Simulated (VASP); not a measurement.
# HfN (P6_3/mmc) in VASP: further runs

The runs below take HfN through single point, with PBE.

All numbers are computed with VASP 6.6.1; they aren't measurements. Logs are shortened: lines on timing, memory, paths and dates and some standing lists are left out, and cuts for length are marked.

## Step 1: The cell of the first run

The structure is hexagonal, space group P6_3/mmc (No. 194). The conventional cell has a = 3.148 Å, b = 3.148 Å, c = 5.560 Å, α = 90.00°, β = 90.00°, γ = 120.00°. Hf (site symmetry -6m2) has 6 N at 2.29 Å within 3.0 Å. N (site symmetry -3m) has 6 Hf at 2.29 Å and 2 N at 2.78 Å within 3.0 Å.

## Step 2: Single point, PBE (uniaxial strain along c: +2.0 %, then relaxed in part)

The input, INCAR:

```
SYSTEM = HfN
PREC = Accurate
ENCUT = 520
EDIFF = 1E-6
ISMEAR = 0
SIGMA = 0.1
LREAL = .False.
LASPH = .True.
NELM = 60
ALGO = Normal
ISIF = 2
LWAVE = .False.
LCHARG = .False.
GGA = PE
NBANDS = 23
```

The input, KPOINTS:

```
Automatic mesh
0
Gamma
  18 18 10
  0 0 0
```

The input, POSCAR:

```
HfN
1.0
    3.1475938749      0.0000000000      0.0000000000
   -1.5737969375      2.7258962564      0.0000000000
    0.0000000000      0.0000000000      5.5598391782
Hf N
2 2
Direct
    0.6666666666      0.3333333334      0.7500000000
    0.3333333334      0.6666666666      0.2500000000
    0.0000000000      0.0000000000      0.0000000000
    0.0000000000      0.0000000000      0.5000000000
```

Potentials or basis: VASP PAW PBE potentials, release 64 (Hf_pv, N).

On the command line:

```console
cat potpaw_PBE.64/Hf_pv/POTCAR potpaw_PBE.64/N/POTCAR > POTCAR
mpirun -np 1 vasp_std > vasp.out
```

OUTCAR:

```text
SYSTEM = HfN
   PREC = Accurate
   ENCUT = 520
   EDIFF = 1E-6
   ISMEAR = 0
   LREAL = .False.
   LASPH = .True.
   NELM = 60
   ISIF = 2
   GGA = PE

 ion  position               nearest neighbor table
   1  0.667  0.333  0.750-   3 2.29   4 2.29   3 2.29   4 2.29   3 2.29   4 2.29   2 3.32   2 3.32
                             2 3.32   2 3.32   2 3.32   2 3.32
   2  0.333  0.667  0.250-   3 2.29   4 2.29   3 2.29   4 2.29   3 2.29   4 2.29   1 3.32   1 3.32
                             1 3.32   1 3.32   1 3.32   1 3.32
   3  0.000  0.000  0.000-   2 2.29   1 2.29   1 2.29   2 2.29   1 2.29   2 2.29
   4  0.000  0.000  0.500-   2 2.29   1 2.29   1 2.29   2 2.29   1 2.29   2 2.29

  LATTYP: Found a hexagonal cell.
 ALAT       =     3.1475938749
 C/A-ratio  =     1.7663775567

  Lattice vectors:

 A1 = (   3.1475938749,   0.0000000000,   0.0000000000)
 A2 = (  -1.5737969375,   2.7258962564,   0.0000000000)
 A3 = (   0.0000000000,   0.0000000000,   5.5598391782)

Analysis of symmetry for initial positions (statically):
=====================================================================
 Subroutine PRICEL returns:
 Original cell was already a primitive cell.

 Routine SETGRP: Setting up the symmetry group for a
 hexagonal supercell.

 Subroutine GETGRP returns: Found 24 space group operations
 (whereof 12 operations were pure point group operations)
 out of a pool of 24 trial point group operations.

The static configuration has the point symmetry D_3d.
 The point group associated with its full space group is D_6h.

Analysis of symmetry for dynamics (positions and initial velocities):
=====================================================================
 Subroutine PRICEL returns:
 Original cell was already a primitive cell.

 Routine SETGRP: Setting up the symmetry group for a
 hexagonal supercell.

 Subroutine GETGRP returns: Found 24 space group operations
 (whereof 12 operations were pure point group operations)
 out of a pool of 24 trial point group operations.

The dynamic configuration has the point symmetry D_3d.
 The point group associated with its full space group is D_6h.

 Subroutine INISYM returns: Found 24 space group operations
 (whereof 12 operations are pure point group operations),
 and found     1 'primitive' translations

[... 91 lines left out ...]
   ICHARG =      2    charge: 1-file 2-atom 10-const
   ISPIN  =      1    spin polarized calculation?
   LNONCOLLINEAR =      F non collinear calculations
   LSORBIT =      F    spin-orbit coupling
   LASPH  =      T    aspherical Exc in radial PAW
   ENCUT  =  520.0 eV  38.22 Ry    6.18 a.u.   5.85  5.85 10.34*2*pi/ulx,y,z
   NELM   =     60;   NELMIN=  2; NELMDL= -5     # of ELM steps
   EDIFF  = 0.1E-05   stopping-criterion for ELM
   LREAL  =      F    real-space projection
   EDIFFG = 0.1E-04   stopping-criterion for IOM
   NSW    =      0    number of steps for IOM
   IBRION =     -1    ionic relax: 0-MD 1-quasi-New 2-CG
   NFREE  =      0    steps in history (QN), initial steepest desc. (CG)
   ISIF   =      2    stress and relaxation
   ISYM   =      2    0-nonsym 1-usesym 2-fastsym
   POTIM  = 0.5000    time-step for ionic-motion
   TEBEG  =    0.0;   TEEND  =   0.0 temperature during run
   PSTRESS=    0.0 pullay stress
   NELECT =      30.0000    total number of electrons
   NUPDOWN=      -1.0000    fix difference up-down
   EMIN   =  10.00;   EMAX   =-10.00  energy-range for DOS
   EFERMI =   0.00;   METHOD = LEGACY
   ISMEAR =     0;   SIGMA  =   0.10  broadening in eV -4-tet -1-fermi 0-gaus
   EFERMI_NEDOS =   21; number of points for ismear=-14 and -15
   IALGO  =     38    algorithm
   IMIX   =      4    mixing-type and parameters
     AMIX     =   0.40;   BMIX     =  1.00
     AMIX_MAG =   1.60;   BMIX_MAG =  1.00
  volume/ion in A,a.u.               =      11.93        80.48
  Fermi-wavevector in a.u.,A,eV,Ry     =   1.402594  2.650517 26.766315  1.967269
  Thomas-Fermi vector in A             =   2.525340
   LORBIT       =      0    0 simple, 1 ext, 2 COOP (PROOUT), +10 PAW based schemes
   GGA     = PE    functional components
   LHFCALC =     F    Hartree Fock is set to
   AEXX    =    0.0000 exact exchange contribution
   IVDW    =     0    specifies the selected vdW correction
   LEPSILON=     F    determine dielectric tensor
   LRPA    =     F    only Hartree local field effects (RPA)
 non-spin polarized calculation
 Gauss-broadening in eV      SIGMA  =   0.10
  energy-cutoff  :      520.00
  volume of cell :       47.70
 maximum number of plane-waves:      1305
 NGX is ok and might be reduce to    24
   NGX = 11   NGY = 11   NGZ = 21

 number of electron      29.9999995 magnetization

 Free energy of the ion-electron system (eV)
  ---------------------------------------------------
  ext. energy  EPLUGINS =         0.00000000
  ---------------------------------------------------
  free energy    TOTEN  =       -43.37181799 eV

  energy without entropy =      -43.36785158  energy(sigma->0) =      -43.36983479

 E-fermi :   7.5746     XC(G=0): -12.5624

 val. band max:        7.5520948198   @ k =   0.2222  -0.0000   0.5000
 cond. band min:       7.5831607577   @ k =   0.1667   0.0000   0.0000
 fundamental gap:      0.0310659380
 Fermi energy:         7.5745620710

 k-point     1 :       0.0000    0.0000    0.0000
  band No.  band energies     occupation
      1     -24.1019      2.00000
      2     -23.3863      2.00000
      3     -23.2472      2.00000
      4     -23.2472      2.00000
      5     -23.2001      2.00000
      6     -23.2001      2.00000
[... 613 lines left out ...]
     22      13.7960      0.00000
     23      14.6477      0.00000

 [... further k-points ...]
[... 5 lines left out ...]
  --------------------------------------------------------------------------------------
  -------------------------------------------------------------------------------------
  Total       -0.6499686     -0.6499686     -3.4071595      0.0000000      0.0000000      0.0000000
  in kB      -21.8299480    -21.8299480   -114.4334000      0.0000000      0.0000000      0.0000000
  external PRESSURE =     -52.6977653 kB  Pullay stress =       0.0000000 kB

 VOLUME and BASIS-vectors are now :
 -----------------------------------------------------------------------------
  energy-cutoff  :      520.00
  volume of cell :       47.70
      direct lattice vectors                 reciprocal lattice vectors
     3.147593875  0.000000000  0.000000000     0.317702995  0.183425909  0.000000000
    -1.573796938  2.725896256  0.000000000     0.000000000  0.366851819  0.000000000
     0.000000000  0.000000000  5.559839178     0.000000000  0.000000000  0.179861318

 POSITION                                       TOTAL-FORCE (eV/Angst)
 -----------------------------------------------------------------------------------
      1.57380      0.90863      4.16988         0.000000      0.000000      0.000000
      0.00000      1.81726      1.38996        -0.000000     -0.000000      0.000000
      0.00000      0.00000      0.00000        -0.000000      0.000000      0.000000
      0.00000      0.00000      2.77992         0.000000      0.000000      0.000000
 -----------------------------------------------------------------------------------
    total drift:                               -0.000000      0.000000     -0.000000

  FREE ENERGIE OF THE ION-ELECTRON SYSTEM (eV)
  ---------------------------------------------------
  free  energy   TOTEN  =       -43.3718179894 eV

  energy  without entropy=      -43.3678515847  energy(sigma->0) =      -43.36983479
```

Wall time 2.4 min (1 thread of Intel Xeon Platinum 8488C (Sapphire Rapids), shared host); peak memory 0.32 GiB.

Results:

```
Free energy            : -43.3718 eV
Pressure               : -5.3 GPa
Band gap on the k mesh : zero (band 15 reaches 9.28 eV, above the bottom of band 16 at 7.16 eV)
```

Levels at points of the mesh, in eV from the Fermi level:
| k point | band 13 | band 14 | band 15 | band 16 | band 17 | band 18 |
| --- | --- | --- | --- | --- | --- | --- |
| (0.00, 0.00, 0.00) | -3.36 | -1.85 | -0.76 | 0.78 | 0.78 | 1.04 |
| (0.50, 0.00, 0.00) | -3.11 | -2.65 | -2.54 | 2.19 | 2.67 | 4.43 |
| (0.00, 0.00, 0.50) | -4.09 | -4.09 | 1.71 | 1.71 | 2.77 | 2.77 |
| (0.50, 0.00, 0.50) | -4.25 | -4.25 | -0.27 | -0.27 | 4.69 | 4.69 |

Caveat: the cell differs from its parent crystal (uniaxial strain along c: +2.0 %, then relaxed in part); spin-orbit coupling is left out, which moves the levels of the heavy elements.

## Step 3: Single point, PBE (uniaxial strain along c: +4.0 %)

The input, INCAR:

```
SYSTEM = HfN
PREC = Accurate ; ENCUT = 520
EDIFF = 1E-6 ; ISMEAR = 0
SIGMA = 0.1 ; LREAL = .FALSE.
LASPH = .TRUE. ; NELM = 100
ALGO = Normal ; ISIF = 2
LWAVE = .FALSE. ; LCHARG = .TRUE.
GGA = PE ; LELF = .TRUE.
LVHAR = .TRUE. ; NBANDS = 23
```

The input, KPOINTS:

```
regular mesh
0
G
  18 18 10
  0 0 0
```

The input, POSCAR:

```
HfN
1.0
    3.1277762068      0.0000000000      0.0000000000
   -1.5638881034      2.7087336524      0.0000000000
    0.0000000000      0.0000000000      5.6688556327
Hf N
2 2
Direct
    0.6666666666      0.3333333334      0.7500000000
    0.3333333334      0.6666666666      0.2500000000
    0.0000000000      0.0000000000      0.0000000000
    0.0000000000      0.0000000000      0.5000000000
```

Potentials or basis: VASP PAW PBE potentials, release 64 (Hf_pv, N).

On the command line:

```console
cat potpaw_PBE.64/Hf_pv/POTCAR potpaw_PBE.64/N/POTCAR > POTCAR
mpirun -np 1 vasp_std > vasp.out
```

OUTCAR:

```text
SYSTEM = HfN
   PREC = Accurate
   ENCUT = 520
   EDIFF = 1E-6
   ISMEAR = 0
   LREAL = .FALSE.
   LASPH = .TRUE.
   NELM = 100
   ISIF = 2
   GGA = PE

 ion  position               nearest neighbor table
   1  0.667  0.333  0.750-   3 2.30   4 2.30   3 2.30   4 2.30   3 2.30   4 2.30   2 3.36   2 3.36
                             2 3.36   2 3.36   2 3.36   2 3.36
   2  0.333  0.667  0.250-   3 2.30   4 2.30   3 2.30   4 2.30   3 2.30   4 2.30   1 3.36   1 3.36
                             1 3.36   1 3.36   1 3.36   1 3.36
   3  0.000  0.000  0.000-   2 2.30   1 2.30   1 2.30   2 2.30   1 2.30   2 2.30
   4  0.000  0.000  0.500-   2 2.30   1 2.30   1 2.30   2 2.30   1 2.30   2 2.30

  LATTYP: Found a hexagonal cell.
 ALAT       =     3.1277762068
 C/A-ratio  =     1.8124236703

  Lattice vectors:

 A1 = (   3.1277762068,   0.0000000000,   0.0000000000)
 A2 = (  -1.5638881034,   2.7087336524,   0.0000000000)
 A3 = (   0.0000000000,   0.0000000000,   5.6688556327)

Analysis of symmetry for initial positions (statically):
=====================================================================
 Subroutine PRICEL returns:
 Original cell was already a primitive cell.

 Routine SETGRP: Setting up the symmetry group for a
 hexagonal supercell.

 Subroutine GETGRP returns: Found 24 space group operations
 (whereof 12 operations were pure point group operations)
 out of a pool of 24 trial point group operations.

The static configuration has the point symmetry D_3d.
 The point group associated with its full space group is D_6h.

Analysis of symmetry for dynamics (positions and initial velocities):
=====================================================================
 Subroutine PRICEL returns:
 Original cell was already a primitive cell.

 Routine SETGRP: Setting up the symmetry group for a
 hexagonal supercell.

 Subroutine GETGRP returns: Found 24 space group operations
[... 120 lines left out ...]
   NUPDOWN=      -1.0000    fix difference up-down
   EMIN   =  10.00;   EMAX   =-10.00  energy-range for DOS
   EFERMI =   0.00;   METHOD = LEGACY
   ISMEAR =     0;   SIGMA  =   0.10  broadening in eV -4-tet -1-fermi 0-gaus
   EFERMI_NEDOS =   21; number of points for ismear=-14 and -15
   IALGO  =     38    algorithm
   IMIX   =      4    mixing-type and parameters
     AMIX     =   0.40;   BMIX     =  1.00
     AMIX_MAG =   1.60;   BMIX_MAG =  1.00
  volume/ion in A,a.u.               =      12.01        81.03
  Fermi-wavevector in a.u.,A,eV,Ry     =   1.399424  2.644529 26.645497  1.958389
  Thomas-Fermi vector in A             =   2.522485
   LORBIT       =      0    0 simple, 1 ext, 2 COOP (PROOUT), +10 PAW based schemes
   GGA     = PE    functional components
   LHFCALC =     F    Hartree Fock is set to
   AEXX    =    0.0000 exact exchange contribution
   IVDW    =     0    specifies the selected vdW correction
   LEPSILON=     F    determine dielectric tensor
   LRPA    =     F    only Hartree local field effects (RPA)
 non-spin polarized calculation
 Gauss-broadening in eV      SIGMA  =   0.10
  energy-cutoff  :      520.00
  volume of cell :       48.03
 maximum number of plane-waves:      1308
 NGX is ok and might be reduce to    24
   NGX = 11   NGY = 11   NGZ = 21

 number of electron      30.0000000 magnetization

 Free energy of the ion-electron system (eV)
  ---------------------------------------------------
  ext. energy  EPLUGINS =         0.00000000
  ---------------------------------------------------
  free energy    TOTEN  =       -43.28648114 eV

  energy without entropy =      -43.28146016  energy(sigma->0) =      -43.28397065

 E-fermi :   7.4565     XC(G=0): -12.5272

 val. band max:        7.4441816587   @ k =   0.1667   0.0000   0.1000
 cond. band min:       7.4782600215   @ k =   0.3889   0.2222   0.4000
 fundamental gap:      0.0340783628
 Fermi energy:         7.4564610444

 k-point     1 :       0.0000    0.0000    0.0000
  band No.  band energies     occupation
      1     -24.1526      2.00000
      2     -23.4957      2.00000
      3     -23.3187      2.00000
      4     -23.3187      2.00000
      5     -23.2801      2.00000
      6     -23.2801      2.00000
[... 613 lines left out ...]
     22      13.8061      0.00000
     23      14.6019      0.00000

 [... further k-points ...]
[... 5 lines left out ...]
  --------------------------------------------------------------------------------------
  -------------------------------------------------------------------------------------
  Total       -0.0859415     -0.0859415     -5.8961833      0.0000000     -0.0000000     -0.0000000
  in kB       -2.8669249     -2.8669249   -196.6908624      0.0000000     -0.0000000     -0.0000000
  external PRESSURE =     -67.4749041 kB  Pullay stress =       0.0000000 kB

 VOLUME and BASIS-vectors are now :
 -----------------------------------------------------------------------------
  energy-cutoff  :      520.00
  volume of cell :       48.03
      direct lattice vectors                 reciprocal lattice vectors
     3.127776207  0.000000000  0.000000000     0.319715969  0.184588101  0.000000000
    -1.563888103  2.708733652  0.000000000     0.000000000  0.369176201  0.000000000
     0.000000000  0.000000000  5.668855633     0.000000000  0.000000000  0.176402446

 POSITION                                       TOTAL-FORCE (eV/Angst)
 -----------------------------------------------------------------------------------
      1.56389      0.90291      4.25164        -0.000000      0.000000      0.000000
      0.00000      1.80582      1.41721         0.000000     -0.000000      0.000000
      0.00000      0.00000      0.00000        -0.000000      0.000000      0.000000
      0.00000      0.00000      2.83443        -0.000000      0.000000      0.000000
 -----------------------------------------------------------------------------------
    total drift:                               -0.000000      0.000000     -0.000000

  FREE ENERGIE OF THE ION-ELECTRON SYSTEM (eV)
  ---------------------------------------------------
  free  energy   TOTEN  =       -43.2864811361 eV

  energy  without entropy=      -43.2814601605  energy(sigma->0) =      -43.28397065
```

Wall time 2.4 min (1 thread of Intel Xeon Platinum 8488C (Sapphire Rapids), shared host); peak memory 0.32 GiB.

What came out:

* Free energy: -43.2865 eV
* Pressure: -6.7 GPa
* Band gap on the k mesh: zero (band 15 reaches 9.03 eV, above the bottom of band 16 at 7.03 eV)

Caveat: the cell differs from its parent crystal (uniaxial strain along c: +4.0 %); spin-orbit coupling is left out, which moves the levels of the heavy elements.
